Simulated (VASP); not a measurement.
# O2 in VASP: further runs

Runs on O2. Level: PBEsol. Tasks: single point, relaxation of the atoms.

Everything below comes from runs of VASP 6.6.1. Logs are shortened: lines on timing, memory, paths and dates and some standing lists are left out, and cuts for length are marked.

## 1. The cell of the first run

The cell holds a molecule in a box, 2 atoms: a = 9.000 Å, b = 9.500 Å, c = 10.000 Å, α = 90.00°, β = 90.00°, γ = 90.00°.

## 2. Single point, PBEsol, collinear spin, ferromagnetic start

INCAR

```
  ALGO = Normal
  EDIFF = 1E-6
  ENCUT = 520
  GGA = PS
  ISIF = 2
  ISMEAR = -1
  ISPIN = 2
  LASPH = T
  LCHARG = T
  LELF = T
  LORBIT = 11
  LREAL = F
  LVHAR = T
  LWAVE = F
  MAGMOM = 1 1
  NBANDS = 17
  NELM = 150
  PREC = Accurate
  SIGMA = 0.02
```

KPOINTS

```
k-points
0
Gamma
  1 1 1
```

POSCAR

```
O
1.0
    9.0000000000      0.0000000000      0.0000000000
    0.0000000000      9.5000000000      0.0000000000
    0.0000000000      0.0000000000     10.0000000000
O
2
Direct
    0.5000000000      0.5000000000      0.4395039395
    0.5000000000      0.5000000000      0.5604960605
```

Potentials or basis: VASP PAW PBE potentials, release 64 (O).

Command:

```console
> cat potpaw_PBE.64/O/POTCAR > POTCAR
> mpirun -np 1 vasp_gam > vasp.out
```

OUTCAR:

```text
EDIFF = 1E-6
   ENCUT = 520
   GGA = PS
   ISIF = 2
   ISMEAR = -1
   ISPIN = 2
   LASPH = T
   LORBIT = 11
   LREAL = F
   NELM = 150
   PREC = Accurate

 ion  position               nearest neighbor table
   1  0.500  0.500  0.440-   2 1.21
   2  0.500  0.500  0.560-   1 1.21

  LATTYP: Found a simple orthorhombic cell.
 ALAT       =     9.0000000000
 B/A-ratio  =     1.0555555556
 C/A-ratio  =     1.1111111111

  Lattice vectors:

 A1 = (   9.0000000000,   0.0000000000,   0.0000000000)
 A2 = (   0.0000000000,   9.5000000000,   0.0000000000)
 A3 = (   0.0000000000,   0.0000000000,  10.0000000000)

Analysis of symmetry for initial positions (statically):
=====================================================================
 Subroutine PRICEL returns:
 Original cell was already a primitive cell.

 Routine SETGRP: Setting up the symmetry group for a
 simple orthorhombic supercell.

 Subroutine GETGRP returns: Found  8 space group operations
 (whereof  8 operations were pure point group operations)
 out of a pool of  8 trial point group operations.

The static configuration has the point symmetry D_2h.

Analysis of symmetry for dynamics (positions and initial velocities):
=====================================================================
 Subroutine PRICEL returns:
 Original cell was already a primitive cell.

 Routine SETGRP: Setting up the symmetry group for a
 simple orthorhombic supercell.

 Subroutine GETGRP returns: Found  8 space group operations
 (whereof  8 operations were pure point group operations)
 out of a pool of  8 trial point group operations.

The dynamic configuration has the point symmetry D_2h.

Analysis of structural, dynamic, and magnetic symmetry:
=====================================================================
 Subroutine PRICEL returns:
 Original cell was already a primitive cell.

 Routine SETGRP: Setting up the symmetry group for a
 simple orthorhombic supercell.

 Subroutine GETGRP returns: Found  8 space group operations
 (whereof  8 operations were pure point group operations)
 out of a pool of  8 trial point group operations.

The overall configuration has the point symmetry D_2h.

 Subroutine INISYM returns: Found  8 space group operations
 (whereof  8 operations are pure point group operations),
 and found     1 'primitive' translations

----------------------------------------------------------------------------------------

                                     Primitive cell

  volume of cell :     855.0000

  direct lattice vectors                    reciprocal lattice vectors
     9.000000000  0.000000000  0.000000000     0.111111111  0.000000000  0.000000000
     0.000000000  9.500000000  0.000000000     0.000000000  0.105263158  0.000000000
     0.000000000  0.000000000 10.000000000     0.000000000  0.000000000  0.100000000

  length of vectors
     9.000000000  9.500000000 10.000000000     0.111111111  0.105263158  0.100000000

  position of ions in fractional coordinates (direct lattice)
     0.500000000  0.500000000  0.439503939
     0.500000000  0.500000000  0.560496061

  ion indices of the primitive-cell ions
   primitive index   ion index
                 1           1
                 2           2

----------------------------------------------------------------------------------------

 KPOINTS: k-points

Automatic generation of k-mesh.
 Grid dimensions read from file:
 generate k-points for:    1    1    1

 Generating k-lattice:

  Cartesian coordinates                     Fractional coordinates (reciprocal lattice)
     0.111111111  0.000000000  0.000000000     1.000000000  0.000000000  0.000000000
     0.000000000  0.105263158  0.000000000     0.000000000  1.000000000  0.000000000
     0.000000000  0.000000000  0.100000000     0.000000000  0.000000000  1.000000000

  Length of vectors
     0.111111111  0.105263158  0.100000000

  Shift w.r.t. Gamma in fractional coordinates (k-lattice)
     0.000000000  0.000000000  0.000000000

 Subroutine IBZKPT returns following result:
 ===========================================

 Found      1 irreducible k-points:

 Following reciprocal coordinates:
            Coordinates               Weight
  0.000000  0.000000  0.000000      1.000000
   k-points           NKPTS =      1   k-points in BZ     NKDIM =      1   number of bands    NBANDS=     17
   number of dos      NEDOS =    301   number of ions     NIONS =      2
   total plane-waves  NPLWV = 403200
   dimension x,y,z NGX =    70 NGY =   72 NGZ =   80
   dimension x,y,z NGXF=   140 NGYF=  144 NGZF=  160
   ions per type =               2
   NGX,Y,Z   is equivalent  to a cutoff of  12.93, 12.60, 13.30 a.u.
   NGXF,Y,Z  is equivalent  to a cutoff of  25.86, 25.20, 26.60 a.u.
 SYSTEM =  unknown system
   PREC   = accura    normal or accurate (medium, high low for compatibility)
   ISTART =      0    job   : 0-new  1-cont  2-samecut
   ICHARG =      2    charge: 1-file 2-atom 10-const
   ISPIN  =      2    spin polarized calculation?
   LNONCOLLINEAR =      F non collinear calculations
   LSORBIT =      F    spin-orbit coupling
   LASPH  =      T    aspherical Exc in radial PAW
   ENCUT  =  520.0 eV  38.22 Ry    6.18 a.u.  16.73 17.66 18.59*2*pi/ulx,y,z
   NELM   =    150;   NELMIN=  2; NELMDL= -5     # of ELM steps
   EDIFF  = 0.1E-05   stopping-criterion for ELM
   LREAL  =      F    real-space projection
   EDIFFG = 0.1E-04   stopping-criterion for IOM
   NSW    =      0    number of steps for IOM
   IBRION =     -1    ionic relax: 0-MD 1-quasi-New 2-CG
   NFREE  =      0    steps in history (QN), initial steepest desc. (CG)
   ISIF   =      2    stress and relaxation
   ISYM   =      2    0-nonsym 1-usesym 2-fastsym
   POTIM  = 0.5000    time-step for ionic-motion
   TEBEG  =    0.0;   TEEND  =   0.0 temperature during run
   PSTRESS=    0.0 pullay stress
   NELECT =      12.0000    total number of electrons
   NUPDOWN=      -1.0000    fix difference up-down
   EMIN   =  10.00;   EMAX   =-10.00  energy-range for DOS
   EFERMI =   0.00;   METHOD = LEGACY
   ISMEAR =    -1;   SIGMA  =   0.02  broadening in eV -4-tet -1-fermi 0-gaus
   EFERMI_NEDOS =   21; number of points for ismear=-14 and -15
   IALGO  =     38    algorithm
   IMIX   =      4    mixing-type and parameters
     AMIX     =   0.40;   BMIX     =  1.00
     AMIX_MAG =   1.60;   BMIX_MAG =  1.00
  volume/ion in A,a.u.               =     427.50      2884.91
  Fermi-wavevector in a.u.,A,eV,Ry     =   0.394893  0.746240  2.121703  0.155941
  Thomas-Fermi vector in A             =   1.339966
   LORBIT       =     11    0 simple, 1 ext, 2 COOP (PROOUT), +10 PAW based schemes
   GGA     = PS    functional components
   LHFCALC =     F    Hartree Fock is set to
   AEXX    =    0.0000 exact exchange contribution
   IVDW    =     0    specifies the selected vdW correction
   LEPSILON=     F    determine dielectric tensor
   LRPA    =     F    only Hartree local field effects (RPA)
 spin polarized calculation
  energy-cutoff  :      520.00
  volume of cell :      855.00
 maximum number of plane-waves:     11510
 NGX is ok and might be reduce to    70
   NGX = 33   NGY = 35   NGZ = 37

 number of electron      12.0000002 magnetization       2.0000001

 Free energy of the ion-electron system (eV)
  ---------------------------------------------------
  ext. energy  EPLUGINS =         0.00000000
  ---------------------------------------------------
  free energy    TOTEN  =       -10.26600314 eV

  energy without entropy =      -10.26600314  energy(sigma->0) =      -10.26600314

 E-fermi :  -6.1255     XC(G=0):  -0.6179

 val. band max:       -6.6232796315   @ k =   0.0000   0.0000   0.0000
 cond. band min:      -4.3598800128   @ k =   0.0000   0.0000   0.0000
 fundamental gap:      2.2633996187
 Fermi energy:        -6.1254618469

 spin component 1

 k-point     1 :       0.0000    0.0000    0.0000
  band No.  band energies     occupation
      1     -32.8655      1.00000
      2     -20.2075      1.00000
      3     -13.3772      1.00000
      4     -13.3772      1.00000
      5     -13.3621      1.00000
      6      -6.6233      1.00000
[... 9 lines left out ...]
     16       2.8073      0.00000
     17       2.8986      0.00000
 Fermi energy:        -6.1254618469

 spin component 2

 k-point     1 :       0.0000    0.0000    0.0000
  band No.  band energies     occupation
      1     -31.6175      1.00000
      2     -18.4271      1.00000
      3     -12.3313      1.00000
      4     -11.5402      1.00000
      5     -11.5402      1.00000
      6      -4.3599      0.00000
[... 9 lines left out ...]
     16       2.9746      0.00000
     17       2.9841      0.00000

------------------------ aborting loop because EDIFF is reached ----------------------------------------

  FORCE on cell =-STRESS in cart. coord.  units (eV):
  Direction    XX          YY          ZZ          XY          YZ          ZX
  --------------------------------------------------------------------------------------
  -------------------------------------------------------------------------------------
  Total       -0.0728692     -0.0726555      1.6000204     -0.0000000      0.0000000      0.0000000
  in kB       -0.1365491     -0.1361485      2.9982648     -0.0000000      0.0000000      0.0000000
  external PRESSURE =       0.9085224 kB  Pullay stress =       0.0000000 kB

 VOLUME and BASIS-vectors are now :
 -----------------------------------------------------------------------------
  energy-cutoff  :      520.00
  volume of cell :      855.00
      direct lattice vectors                 reciprocal lattice vectors
     9.000000000  0.000000000  0.000000000     0.111111111  0.000000000  0.000000000
     0.000000000  9.500000000  0.000000000     0.000000000  0.105263158  0.000000000
     0.000000000  0.000000000 10.000000000     0.000000000  0.000000000  0.100000000

 POSITION                                       TOTAL-FORCE (eV/Angst)
 -----------------------------------------------------------------------------------
      4.50000      4.75000      4.39504         0.000000      0.000000     -1.389009
      4.50000      4.75000      5.60496         0.000000      0.000000      1.389009
 -----------------------------------------------------------------------------------
    total drift:                                0.000000      0.000000     -0.000000

  FREE ENERGIE OF THE ION-ELECTRON SYSTEM (eV)
  ---------------------------------------------------
  free  energy   TOTEN  =       -10.2660031435 eV

  energy  without entropy=      -10.2660031435  energy(sigma->0) =      -10.26600314

 total charge

# of ion       s       p       d       tot
------------------------------------------
    1        1.609   3.308   0.000   4.917
    2        1.609   3.308   0.000   4.917
--------------------------------------------------
tot          3.218   6.615   0.000   9.834

 magnetization (x)

# of ion       s       p       d       tot
------------------------------------------
    1        0.009   0.797   0.000   0.806
    2        0.009   0.797   0.000   0.806
--------------------------------------------------
tot          0.018   1.594   0.000   1.612
```

It took 3.6 min on 1 thread of Intel Xeon 8259CL, shared host; peak memory 1 GiB.

What came out:

```
Free energy                                           : -10.2660 eV
Largest force                                         : 1.389 eV/Å
Gap between the frontier levels                       : 2.26 eV
Net moment                                            : 2.00 μB per cell
Site moments                                          : O +0.81 μB
Valence electrons inside the program's atomic spheres : O 4.92
```

Forces on the atoms (eV/Å):
```
O    0.000  0.000 -1.389
O    0.000  0.000  1.389
```

Levels at points of the mesh, in eV from the valence-band top:
Spin up:
| k point | band 3 | band 4 | band 5 | band 6 | band 7 | band 8 | band 9 | band 10 | band 11 | band 12 |
| --- | --- | --- | --- | --- | --- | --- | --- | --- | --- | --- |
| (0.00, 0.00, 0.00) | -6.75 | -6.75 | -6.74 | 0.00 | 0.00 | 6.36 | 7.58 | 7.91 | 7.92 | 8.07 |
Spin down:
```tsv
k point	band 1	band 2	band 3	band 4	band 5	band 6	band 7	band 8	band 9	band 10
(0.00, 0.00, 0.00)	-24.99	-11.80	-5.71	-4.92	-4.92	2.26	2.26	6.47	7.80	7.97
```

Caveat: the standard files for N, O and F lose accuracy on very short bonds; the PAW data sets were made with another functional, which shifts forces and pressure a little.

[end of part 1 of 2]
